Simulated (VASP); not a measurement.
# Sn2AuO2 in VASP: notebook

Sn2AuO2 is run at these levels: PBE+D3(BJ); tasks: single point.

Everything below comes from runs of VASP 6.6.1. Logs are shortened: lines on timing, memory, paths and dates and some standing lists are left out, and cuts for length are marked.

**1. The cell of the first run**

The cell holds a slab with vacuum, 5 atoms: a = 3.820 Å, b = 3.820 Å, c = 19.363 Å, α = 90.00°, β = 90.00°, γ = 90.00°.

**2. Single point, PBE+D3(BJ), collinear spin**

INCAR reads:

```
PREC = Accurate
ENCUT = 520
EDIFF = 1E-6
ISMEAR = 0
SIGMA = 0.05
LREAL = False
LASPH = True
NELM = 150
ALGO = Normal
ISIF = 2
LWAVE = False
LCHARG = True
ISPIN = 2
MAGMOM = 0 0 0 0 1
LORBIT = 11
LMAXMIX = 4
LDIPOL = True
IDIPOL = 3
DIPOL = 0.5 0.5 0.311
GGA = PE
IVDW = 12
LELF = True
LVHAR = True
LVACPOTAV = True
NBANDS = 38
```

KPOINTS reads:

```
Automatic mesh
0
Gamma
  7 7 1
```

POSCAR reads:

```
Sn2AuO2
1.0
    3.8201707215      0.0000000000      0.0000000000
    0.0000000000      3.8201707215      0.0000000000
    0.0000000000      0.0000000000     19.3630363687
Sn O Au
2 2 1
Direct
    0.5000000000      0.0000000000      0.2065791709
    0.0000000000      0.5000000000      0.3286176944
    0.0000000000      0.0000000000      0.2675984327
    0.5000000000      0.5000000000      0.2675984327
    0.0000000000      0.5000000000      0.4835520726
```

Potentials or basis: VASP PAW PBE potentials, release 64 (Sn_d, O, Au).

Launch:

```bash
$ cat potpaw_PBE.64/Sn_d/POTCAR potpaw_PBE.64/O/POTCAR potpaw_PBE.64/Au/POTCAR > POTCAR
$ mpirun -np 1 vasp_std > vasp.out
```

OUTCAR:

```text
PREC = Accurate
   ENCUT = 520
   EDIFF = 1E-6
   ISMEAR = 0
   LREAL = False
   LASPH = True
   NELM = 150
   ISIF = 2
   ISPIN = 2
   LORBIT = 11
   GGA = PE
   IVDW = 12
 IVDW          = 12

 ion  position               nearest neighbor table
   1  0.500  0.000  0.207-   3 2.25   4 2.25   4 2.25   3 2.25   2 3.59   2 3.59   2 3.59   2 3.59

   2  0.000  0.500  0.329-   3 2.25   4 2.25   3 2.25   4 2.25   5 3.00   1 3.59   1 3.59   1 3.59
                             1 3.59
   3  0.000  0.000  0.268-   2 2.25   2 2.25   1 2.25   1 2.25
   4  0.500  0.500  0.268-   2 2.25   2 2.25   1 2.25   1 2.25
   5  0.000  0.500  0.484-   2 3.00

  LATTYP: Found a simple tetragonal cell.
 ALAT       =     3.8201707215
 C/A-ratio  =     5.0686311635

  Lattice vectors:

 A1 = (   3.8201707215,   0.0000000000,   0.0000000000)
 A2 = (   0.0000000000,   3.8201707215,   0.0000000000)
 A3 = (   0.0000000000,   0.0000000000,  19.3630363687)

Analysis of symmetry for initial positions (statically):
=====================================================================
 Subroutine PRICEL returns:
 Original cell was already a primitive cell.

 Routine SETGRP: Setting up the symmetry group for a
 simple tetragonal supercell.

 Subroutine GETGRP returns: Found  8 space group operations
 (whereof  4 operations were pure point group operations)
 out of a pool of 16 trial point group operations.

The static configuration has the point symmetry C_2v.
 The point group associated with its full space group is C_4v.

Analysis of symmetry for dynamics (positions and initial velocities):
=====================================================================
 Subroutine PRICEL returns:
 Original cell was already a primitive cell.

 Routine SETGRP: Setting up the symmetry group for a
 simple tetragonal supercell.

 Subroutine GETGRP returns: Found  8 space group operations
 (whereof  4 operations were pure point group operations)
 out of a pool of 16 trial point group operations.

The dynamic configuration has the point symmetry C_2v.
 The point group associated with its full space group is C_4v.

Analysis of structural, dynamic, and magnetic symmetry:
=====================================================================
 Subroutine PRICEL returns:
 Original cell was already a primitive cell.

 Routine SETGRP: Setting up the symmetry group for a
 simple tetragonal supercell.

[... 131 lines left out ...]
 maximum number of plane-waves:      7644
   NGX = 15   NGY = 15   NGZ = 73

 dipolmoment           0.000000      0.000000     -0.032657 electrons x Angstroem

 number of electron      50.9999979 magnetization       0.0001071

 number of electron      50.9999979 magnetization      -0.0000272

 dipolmoment           0.000000      0.000000      0.123378 electrons x Angstroem

 Free energy of the ion-electron system (eV)
  ---------------------------------------------------
  ext. energy  EPLUGINS =         0.00000000
  ---------------------------------------------------
  free energy    TOTEN  =       -23.99589075 eV

  energy without entropy =      -23.99404284  energy(sigma->0) =      -23.99496680

 E-fermi :  -0.6458     XC(G=0):  -4.3870

 val. band max:       -0.6810066008   @ k =   0.2857   0.2857   0.0000
 cond. band min:      -0.5816956124   @ k =   0.4286   0.0000   0.0000
 fundamental gap:      0.0993109884
 Fermi energy:        -0.6458276009

 spin component 1

 k-point     1 :       0.0000    0.0000    0.0000
  band No.  band energies     occupation
      1     -22.9845      1.00000
      2     -22.6215      1.00000
      3     -22.5964      1.00000
      4     -22.5894      1.00000
      5     -22.5894      1.00000
      6     -22.5553      1.00000
[... 389 lines left out ...]
     36       5.1002      0.00000
     37       6.6736      0.00000
 Fermi energy:        -0.6458276009

 spin component 2

 k-point     1 :       0.0000    0.0000    0.0000
  band No.  band energies     occupation
      1     -22.9845      1.00000
      2     -22.6215      1.00000
      3     -22.5964      1.00000
      4     -22.5894      1.00000
      5     -22.5894      1.00000
      6     -22.5553      1.00000
[... 389 lines left out ...]
     36       5.1001      0.00000
     37       6.6624      0.00000
 [bands above 37 left out]

------------------------ aborting loop because EDIFF is reached ----------------------------------------

 Edisp (eV)   -0.82934

 E8    (eV) :    -0.3736

  FORCE on cell =-STRESS in cart. coord.  units (eV):
  Direction    XX          YY          ZZ          XY          YZ          ZX
  --------------------------------------------------------------------------------------
  -------------------------------------------------------------------------------------
  Total      -1.17694    -1.17694    -2.45478     0.00000     0.00000     0.00000
  in kB      -6.67307    -6.67307   -13.91825     0.00000     0.00000     0.00000
  external pressure =       -9.09 kB  Pullay stress =        0.00 kB

 VOLUME and BASIS-vectors are now :
 -----------------------------------------------------------------------------
  energy-cutoff  :      520.00
  volume of cell :      282.58
      direct lattice vectors                 reciprocal lattice vectors
     3.820170721  0.000000000  0.000000000     0.261768406  0.000000000  0.000000000
     0.000000000  3.820170721  0.000000000     0.000000000  0.261768406  0.000000000
     0.000000000  0.000000000 19.363036369     0.000000000  0.000000000  0.051644793

 POSITION                                       TOTAL-FORCE (eV/Angst)
 -----------------------------------------------------------------------------------
      1.91009      0.00000      4.00000         0.000000      0.000000     -0.088432
      0.00000      1.91009      6.36304         0.000000      0.000000      0.486060
      0.00000      0.00000      5.18152         0.000000      0.000000      0.165461
      1.91009      1.91009      5.18152         0.000000      0.000000      0.165461
      0.00000      1.91009      9.36304         0.000000      0.000000     -0.728550
 -----------------------------------------------------------------------------------
    total drift:                                0.000000      0.000000      0.000264

  FREE ENERGIE OF THE ION-ELECTRON SYSTEM (eV)
  ---------------------------------------------------
  free  energy   TOTEN  =       -24.8252274284 eV

  energy  without entropy=      -24.8233795121  energy(sigma->0) =      -24.82430347

 vacuum level on the upper side and lower side of the slab         4.594         3.065

 total charge

# of ion       s       p       d       tot
------------------------------------------
    1        1.281   0.762  10.054  12.098
    2        1.247   0.756  10.066  12.069
    3        1.579   3.424   0.000   5.004
    4        1.579   3.424   0.000   5.004
    5        0.525   0.044   8.907   9.476
--------------------------------------------------
tot          6.212   8.411  29.027  43.650

 magnetization (x)

# of ion       s       p       d       tot
------------------------------------------
    1        0.000   0.000   0.000   0.000
    2       -0.000   0.000  -0.000  -0.000
    3        0.000  -0.000   0.000  -0.000
    4        0.000  -0.000   0.000  -0.000
    5       -0.000  -0.000  -0.000  -0.000
--------------------------------------------------
tot         -0.000  -0.000  -0.000  -0.000
```

OSZICAR:

```text
N       E                     dE             d eps       ncg     rms          rms(c)
DAV:   1     0.481130984586E+03    0.48113E+03   -0.23053E+04  1638   0.130E+03
DAV:   2     0.493105090003E+02   -0.43182E+03   -0.40601E+03  1670   0.354E+02
DAV:   3    -0.242772556199E+02   -0.73588E+02   -0.71998E+02  1928   0.150E+02
[... 19 lines left out ...]
DAV:  23    -0.239958809919E+02   -0.10962E-04   -0.24162E-06  1364   0.746E-03    0.967E-04
DAV:  24    -0.239958865708E+02   -0.55789E-05   -0.16236E-06  1344   0.566E-03    0.649E-04
DAV:  25    -0.239958891493E+02   -0.25785E-05   -0.10863E-06  1336   0.488E-03    0.621E-04
DAV:  26    -0.239958901919E+02   -0.10426E-05   -0.88148E-07  1298   0.448E-03    0.409E-04
DAV:  27    -0.239958907546E+02   -0.56272E-06   -0.50441E-07  1192   0.337E-03
   1 F= -.24825227E+02 E0= -.24824303E+02  d E =-.184792E-02  mag=    -0.0000
```

stdout:

```text
POSCAR found type information on POSCAR SnO Au
 POSCAR found :  3 types and       5 ions
 scaLAPACK will be used
 LDA part: xc-table for (Slater+PW92), standard interpolation
 POSCAR, INCAR and KPOINTS ok, starting setup
 FFT: planning ... GRIDC
 FFT: planning ... GRID_SOFT
 FFT: planning ... GRID
 WAVECAR not read
 entering main loop
 -----------------------------------------------------------------------------
|                                                                             |
|           W    W    AA    RRRRR   N    N  II  N    N   GGGG   !!!           |
|           W    W   A  A   R    R  NN   N  II  NN   N  G    G  !!!           |
|           W    W  A    A  R    R  N N  N  II  N N  N  G       !!!           |
|           W WW W  AAAAAA  RRRRR   N  N N  II  N  N N  G  GGG   !            |
|           WW  WW  A    A  R   R   N   NN  II  N   NN  G    G                |
|           W    W  A    A  R    R  N    N  II  N    N   GGGG   !!!           |
|                                                                             |
|     Did not find any points to average over, which means that no vacuum     |
|     field-free region was found. Please increase the size of  your cell     |
|     in the dimension of the dipole correction to obtain accurate            |
|     workfunction values.                                                    |
|                                                                             |
 -----------------------------------------------------------------------------
```

It took 13 min on 1 thread of Intel Xeon 8259CL, shared host; peak memory 0.53 GiB.

What came out:

* Free energy: -24.8252 eV
* Largest force: 0.729 eV/Å
* Net moment: 0.00 μB per cell
* Valence electrons inside the program's atomic spheres: Sn 12.10, 12.07; O 5.00; Au 9.48
* Dispersion energy per atom: -0.166 eV

Forces in eV/Å, atoms in the order of the input:
```
Sn   0.000  0.000 -0.088
Sn   0.000  0.000  0.486
O    0.000  0.000  0.165
O    0.000  0.000  0.165
Au   0.000  0.000 -0.729
```

Caveat: spin-orbit coupling is left out, which moves the levels of the heavy elements.

**3. Single point, PBE+D3(BJ), collinear spin**

INCAR reads:

```
SYSTEM = Sn2AuO2
PREC = Accurate ; ENCUT = 520
EDIFF = 1E-7 ; ISMEAR = 0
SIGMA = 0.05 ; LREAL = .FALSE.
LASPH = .TRUE. ; NELM = 150
ALGO = Normal ; ISIF = 2
LWAVE = .FALSE. ; LCHARG = .FALSE.
ISPIN = 2 ; MAGMOM = 0 0 0 0 1
LORBIT = 11 ; LMAXMIX = 4
LDIPOL = .TRUE. ; IDIPOL = 3
DIPOL = 0.5 0.5 0.311 ; GGA = PE
IVDW = 12 ; NBANDS = 38
```

KPOINTS reads:

```
regular mesh
0
G
  7 7 1
  0 0 0
```

POSCAR: that of step 2 with these lines changed.

```diff
@@ -12,2 +12,2 @@
     0.5000000000      0.5000000000      0.2675984327
-    0.0000000000      0.5000000000      0.4835520726
+    0.5000000000      1.0000000000      0.4835520726
```

Potentials or basis: VASP PAW PBE potentials, release 64 (Sn_d, O, Au).

Launch:

```bash
$ cat potpaw_PBE.64/Sn_d/POTCAR potpaw_PBE.64/O/POTCAR potpaw_PBE.64/Au/POTCAR > POTCAR
$ mpirun -np 1 vasp_std > vasp.out
```

Wall time 15 min (1 thread of Intel Xeon 8259CL, shared host); peak memory 0.53 GiB.

It converged, with:

| Quantity | Value |
| --- | --- |
| Free energy | -24.4580 eV |
| Largest force | 0.422 eV/Å |
| Net moment | 0.40 μB per cell |
| Site moments | Sn +0.00, +0.04; O +0.02; Au +0.15 μB |
| Valence electrons inside the program's atomic spheres | Sn 12.10, 12.06; O 5.00; Au 9.44 |
| Dispersion energy per atom | -0.170 eV |

Forces on the atoms (eV/Å):
```
Sn   0.000  0.000  0.035
Sn   0.000  0.000  0.422
O    0.000  0.000 -0.050
O    0.000  0.000 -0.050
Au   0.000  0.000 -0.358
```

Levels at points of the mesh, in eV from the Fermi level:
Spin up:
```
           k point  band 24  band 25  band 26  band 27  band 28  band 29
(0.00, 0.00, 0.00)    -1.53    -1.43    -0.28     2.45     2.67     4.60
```
Spin down:
| k point | band 21 | band 22 | band 23 | band 24 | band 25 | band 26 | band 27 | band 28 | band 29 | band 30 |
| --- | --- | --- | --- | --- | --- | --- | --- | --- | --- | --- |
| (0.00, 0.00, 0.00) | -1.99 | -1.52 | -1.44 | -1.44 | -1.34 | -0.20 | 2.46 | 2.73 | 4.60 | 4.97 |

Caveat: a moment this small can come from the mesh or the smearing; spin-orbit coupling is left out, which moves the levels of the heavy elements.
